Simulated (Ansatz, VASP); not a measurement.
One calculation of CaO, two programs

File INCAR:

```
SYSTEM = CaO
PREC = Accurate
ENCUT = 520
EDIFF = 1E-7
ISMEAR = -1
SIGMA = 0.02
LREAL = .False.
LASPH = .True.
NELM = 80
ALGO = Normal
ISIF = 2
LWAVE = .False.
LCHARG = .False.
GGA = PE
NBANDS = 15
```

Contents of KPOINTS:

```
regular mesh
0
Gamma
  10 10 10
  0 0 0
```

Contents of POSCAR:

```
CaO
1.0
    0.0000000000      2.4215256273      2.4215256273
    2.4215256273      0.0000000000      2.4215256273
    2.4215256273      2.4215256273      0.0000000000
Ca O
1 1
Direct
    0.0000000000      0.0000000000      0.0000000000
    0.5000000000      0.5000000000      0.5000000000
```

Input for Ansatz:

```yaml
crystal:
  lattice:
    - [0.0, 2.4215256273, 2.4215256273]
    - [2.4215256273, 0.0, 2.4215256273]
    - [2.4215256273, 2.4215256273, 0.0]
  atoms:
    - { symbol: Ca, position: [0.0, 0.0, 0.0] }
    - { symbol: O, position: [0.5, 0.5, 0.5] }
kpoints:
  mp_grid: { grid: [10, 10, 10] }
  band_path:
    path:
      - [0.0, 0.0, 0.0]
      - [0.5, 0.0, 0.5]
      - [0.625, 0.25, 0.625]
      - [0.375, 0.375, 0.75]
      - [0.5, 0.5, 0.5]
      - [0.5, 0.25, 0.75]
      - [0.0, 0.5, 0.5]
    npoints: 1
hamiltonian:
  xc: pbe
scf:
  occupations: { method: fermi_dirac, width: 0.02 }
  n_extra_bands: 4
output:
  forces: true
  stress: true
  eigenvalues: true
```

Change from the starting cell: hydrostatic strain +1.0%.

Alike in both runs: task single point; functional PBE; k mesh 10 × 10 × 10; occupations fermi-dirac, width 0.02 eV; no spin polarisation.

|  | VASP | Ansatz |
| --- | --- | --- |
| version | VASP 6.6.1 | Ansatz 0.2.0 |
| potentials or method | VASP PAW PBE potentials, release 64 (Ca_sv, O) | plane waves, PAW |
| plane-wave cutoff (eV) | 520 | 420 |
| valence electrons in the cell | 16 | 16 |

Ansatz gave:

* gap on the k mesh at the Fermi level (eV): 3.66
* pressure (GPa): -0.8

Question: Which values does VASP return?

Answer: gap on the k mesh at the Fermi level (eV): 3.64; pressure (GPa): -0.3.
